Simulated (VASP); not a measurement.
# AlCo: single point with LDA

The system is AlCo.

```xyz
2
Lattice="2.8747 0.0000 0.0000 0.0000 2.8747 0.0000 0.0000 0.0000 2.8747" Properties=species:S:1:pos:R:3 pbc="T T T"
Co    1.4373    1.4373    1.4373
Al    0.0000    0.0000    0.0000
```

```yaml
Program: VASP 6.6.1
Task: single point
Functional: LDA
Potentials_or_basis: VASP PAW LDA potentials, release 64 (Co, Al)
Cutoff: 520 eV
k_mesh: 9 × 9 × 9
Occupations: fermi-dirac, width 0.05 eV
Spin: collinear spin, ferromagnetic start
Starting_moments: "[2.0, 0.0] μB"
```

The pressure is -14.5 GPa, the band gap on the k mesh is zero (filled and empty bands overlap) and the net moment is 0.00 μB per cell. The valence electrons inside the program's atomic spheres are Co 8.43; Al 0.82.

Levels at points of the mesh, in eV from the Fermi level:
Spin up:
```
           k point  band 2  band 3  band 4  band 5  band 6  band 7  band 8  band 9  band 10  band 11
(0.00, 0.00, 0.00)   -2.83   -2.83   -0.74   -0.74   -0.74    5.85    5.85    5.85     8.76     8.76
```
Spin down:
| k point | band 3 | band 4 | band 5 | band 6 | band 7 | band 8 | band 9 | band 10 |
| --- | --- | --- | --- | --- | --- | --- | --- | --- |
| (0.00, 0.00, 0.00) | -2.83 | -0.74 | -0.74 | -0.74 | 5.85 | 5.85 | 5.85 | 8.76 |

Wall time 10 s on 1 thread of Intel Xeon 6975P-C, with other jobs on the host, peak memory 0.15 GiB.

Caveat: the starting moments collapsed, and a magnetic state may lie lower.
